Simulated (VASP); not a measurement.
# RbBr (Fm-3m) in VASP: a series of runs

The runs below take RbBr through single point, with PBE, PBEsol, LDA.

Program: VASP 6.6.1. These are calculated values, not measurements. Logs are shortened: lines on timing, memory, paths and dates and some standing lists are left out, and cuts for length are marked.

## 1. The cell of the first run

The structure is cubic, space group Fm-3m (No. 225). The conventional cell has a = 7.017 Å, b = 7.017 Å, c = 7.017 Å, α = 90.00°, β = 90.00°, γ = 90.00°. Within 4.6 Å of Rb (site symmetry m-3m) lie 6 Br at 3.51 Å. Within 4.6 Å of Br (site symmetry m-3m) lie 6 Rb at 3.51 Å.

## 2. Single point, PBE

Contents of INCAR:

```
SYSTEM = RbBr
  PREC = Accurate
  ENCUT = 520
  EDIFF = 1E-6
  ISMEAR = 0
  SIGMA = 0.05
  LREAL = .False.
  LASPH = .True.
  NELM = 60
  ALGO = Normal
  ISIF = 2
  LWAVE = .False.
  LCHARG = .True.
  GGA = PE
  LELF = .True.
  LVHAR = .True.
  NBANDS = 15
```

Contents of KPOINTS:

```
regular mesh
0
Gamma
  8 8 8
  0 0 0
```

Contents of POSCAR:

```
RbBr
1.0
    0.0000000000      3.5083429181      3.5083429181
    3.5083429181      0.0000000000      3.5083429181
    3.5083429181      3.5083429181      0.0000000000
Rb Br
1 1
Direct
    0.5000000000      0.5000000000      0.5000000000
    0.0000000000      0.0000000000      0.0000000000
```

Potentials or basis: VASP PAW PBE potentials, release 64 (Rb_sv, Br).

On the command line:

```bash
> cat potpaw_PBE.64/Rb_sv/POTCAR potpaw_PBE.64/Br/POTCAR > POTCAR
> mpirun -np 1 vasp_std > vasp.out
```

OUTCAR:

```text
SYSTEM = RbBr
   PREC = Accurate
   ENCUT = 520
   EDIFF = 1E-6
   ISMEAR = 0
   LREAL = .False.
   LASPH = .True.
   NELM = 60
   ISIF = 2
   GGA = PE

 ion  position               nearest neighbor table
   1  0.500  0.500  0.500-   2 3.51   2 3.51   2 3.51   2 3.51   2 3.51   2 3.51
   2  0.000  0.000  0.000-   1 3.51   1 3.51   1 3.51   1 3.51   1 3.51   1 3.51

  LATTYP: Found a face centered cubic cell.
 ALAT       =     7.0166858362

  Lattice vectors:

 A1 = (   0.0000000000,   3.5083429181,   3.5083429181)
 A2 = (   3.5083429181,   0.0000000000,   3.5083429181)
 A3 = (   3.5083429181,   3.5083429181,   0.0000000000)

Analysis of symmetry for initial positions (statically):
=====================================================================
 Subroutine PRICEL returns:
 Original cell was already a primitive cell.

 Routine SETGRP: Setting up the symmetry group for a
 face centered cubic supercell.

 Subroutine GETGRP returns: Found 48 space group operations
 (whereof 48 operations were pure point group operations)
 out of a pool of 48 trial point group operations.

The static configuration has the point symmetry O_h .

Analysis of symmetry for dynamics (positions and initial velocities):
=====================================================================
 Subroutine PRICEL returns:
 Original cell was already a primitive cell.

 Routine SETGRP: Setting up the symmetry group for a
 face centered cubic supercell.

 Subroutine GETGRP returns: Found 48 space group operations
 (whereof 48 operations were pure point group operations)
 out of a pool of 48 trial point group operations.

The dynamic configuration has the point symmetry O_h .

 Subroutine INISYM returns: Found 48 space group operations
 (whereof 48 operations are pure point group operations),
 and found     1 'primitive' translations

----------------------------------------------------------------------------------------

                                     Primitive cell

  volume of cell :      86.3647

  direct lattice vectors                    reciprocal lattice vectors
     0.000000000  3.508342918  3.508342918    -0.142517425  0.142517425  0.142517425
     3.508342918  0.000000000  3.508342918     0.142517425 -0.142517425  0.142517425
     3.508342918  3.508342918  0.000000000     0.142517425  0.142517425 -0.142517425

  length of vectors
     4.961546136  4.961546136  4.961546136     0.246847422  0.246847422  0.246847422

  position of ions in fractional coordinates (direct lattice)
     0.500000000  0.500000000  0.500000000
     0.000000000  0.000000000  0.000000000

  ion indices of the primitive-cell ions
   primitive index   ion index
                 1           1
                 2           2

[... 87 lines left out ...]
   EFERMI_NEDOS =   21; number of points for ismear=-14 and -15
   IALGO  =     38    algorithm
   IMIX   =      4    mixing-type and parameters
     AMIX     =   0.40;   BMIX     =  1.00
     AMIX_MAG =   1.60;   BMIX_MAG =  1.00
  volume/ion in A,a.u.               =      43.18       291.41
  Fermi-wavevector in a.u.,A,eV,Ry     =   0.933260  1.763606 11.850331  0.870975
  Thomas-Fermi vector in A             =   2.059943
   LORBIT       =      0    0 simple, 1 ext, 2 COOP (PROOUT), +10 PAW based schemes
   GGA     = PE    functional components
   LHFCALC =     F    Hartree Fock is set to
   AEXX    =    0.0000 exact exchange contribution
   IVDW    =     0    specifies the selected vdW correction
   LEPSILON=     F    determine dielectric tensor
   LRPA    =     F    only Hartree local field effects (RPA)
 non-spin polarized calculation
 Gauss-broadening in eV      SIGMA  =   0.05
  energy-cutoff  :      520.00
  volume of cell :       86.36
 maximum number of plane-waves:      2346
 NGX is ok and might be reduce to    40
   NGX = 19   NGY = 19   NGZ = 19

 number of electron      15.9999999 magnetization

 Free energy of the ion-electron system (eV)
  ---------------------------------------------------
  ext. energy  EPLUGINS =         0.00000000
  ---------------------------------------------------
  free energy    TOTEN  =        -6.11555275 eV

  energy without entropy =       -6.11555275  energy(sigma->0) =       -6.11555275

 E-fermi :  -1.7439     XC(G=0):  -6.9593

 val. band max:       -2.0044399115   @ k =   0.0000   0.0000   0.0000
 cond. band min:       2.1852429784   @ k =   0.0000   0.0000   0.0000
 fundamental gap:      4.1896828899
 Fermi energy:        -1.7438897020

 k-point     1 :       0.0000    0.0000    0.0000
  band No.  band energies     occupation
      1     -26.5723      2.00000
      2     -14.1197      2.00000
      3     -10.6433      2.00000
      4     -10.6433      2.00000
      5     -10.6433      2.00000
      6      -2.0044      2.00000
      7      -2.0044      2.00000
      8      -2.0044      2.00000
      9       2.1852      0.00000
     10       5.2473      0.00000
     11       5.2473      0.00000
     12       5.2473      0.00000
     13       6.0881      0.00000
     14       6.0881      0.00000
[... 401 lines left out ...]
      2     -14.1220      2.00000
      3     -10.6951      2.00000
      4     -10.6850      2.00000
      5     -10.6318      2.00000
      6      -2.6866      2.00000
      7      -2.3185      2.00000
      8      -2.2897      2.00000
      9       4.8249      0.00000
     10       5.2513      0.00000
     11       6.5607      0.00000
     12       6.7382      0.00000
     13       7.6528      0.00000
     14       8.4544      0.00000
     15       8.6422      0.00000

 [... further k-points ...]

------------------------ aborting loop because EDIFF is reached ----------------------------------------

  FORCE on cell =-STRESS in cart. coord.  units (eV):
  Direction    XX          YY          ZZ          XY          YZ          ZX
  --------------------------------------------------------------------------------------
  -------------------------------------------------------------------------------------
  Total        0.0121177      0.0121177      0.0121177      0.0000000     -0.0000000      0.0000000
  in kB        0.2247994      0.2247994      0.2247994      0.0000000     -0.0000000      0.0000000
  external PRESSURE =       0.2247994 kB  Pullay stress =       0.0000000 kB

 VOLUME and BASIS-vectors are now :
 -----------------------------------------------------------------------------
  energy-cutoff  :      520.00
  volume of cell :       86.36
      direct lattice vectors                 reciprocal lattice vectors
     0.000000000  3.508342918  3.508342918    -0.142517425  0.142517425  0.142517425
     3.508342918  0.000000000  3.508342918     0.142517425 -0.142517425  0.142517425
     3.508342918  3.508342918  0.000000000     0.142517425  0.142517425 -0.142517425

 POSITION                                       TOTAL-FORCE (eV/Angst)
 -----------------------------------------------------------------------------------
      3.50834      3.50834      3.50834        -0.000000     -0.000000     -0.000000
      0.00000      0.00000      0.00000         0.000000      0.000000      0.000000
 -----------------------------------------------------------------------------------
    total drift:                                0.000000     -0.000000      0.000000

  FREE ENERGIE OF THE ION-ELECTRON SYSTEM (eV)
  ---------------------------------------------------
  free  energy   TOTEN  =        -6.1155527455 eV

  energy  without entropy=       -6.1155527455  energy(sigma->0) =       -6.11555275
```

OSZICAR:

```text
N       E                     dE             d eps       ncg     rms          rms(c)
DAV:   1     0.829560048087E+02    0.82956E+02   -0.63497E+03   870   0.876E+02
DAV:   2     0.406423197662E+00   -0.82550E+02   -0.74552E+02  1253   0.170E+02
DAV:   3    -0.615020941350E+01   -0.65566E+01   -0.65179E+01  1191   0.464E+01
DAV:   4    -0.635154108110E+01   -0.20133E+00   -0.20126E+00  1270   0.618E+00
DAV:   5    -0.635389401839E+01   -0.23529E-02   -0.23529E-02  1168   0.644E-01    0.261E+00
DAV:   6    -0.612137877252E+01    0.23252E+00   -0.28227E-01  1115   0.237E+00    0.169E+00
DAV:   7    -0.610187980811E+01    0.19499E-01   -0.12792E-01  1143   0.170E+00    0.898E-01
DAV:   8    -0.611463115567E+01   -0.12751E-01   -0.15900E-02   952   0.715E-01    0.116E-01
DAV:   9    -0.611507152039E+01   -0.44036E-03   -0.71363E-04  1206   0.136E-01    0.728E-02
DAV:  10    -0.611554448146E+01   -0.47296E-03   -0.60940E-04   926   0.136E-01    0.277E-02
DAV:  11    -0.611554587118E+01   -0.13897E-05   -0.34719E-05  1190   0.306E-02    0.949E-03
DAV:  12    -0.611555243777E+01   -0.65666E-05   -0.10520E-05   933   0.185E-02    0.126E-03
DAV:  13    -0.611555274552E+01   -0.30775E-06   -0.34033E-07   946   0.349E-03
   1 F= -.61155527E+01 E0= -.61155527E+01  d E =-.267392E-15
```

Wall time 42 s (1 thread of AMD EPYC 7R43 (Zen 3), shared host); peak memory 0.21 GiB.

What came out:

```yaml
Free_energy: -6.1156 eV
Pressure: 0.0 GPa
Band_gap_on_the_k_mesh: 4.19 eV, direct
```

[end of part 1 of 2]
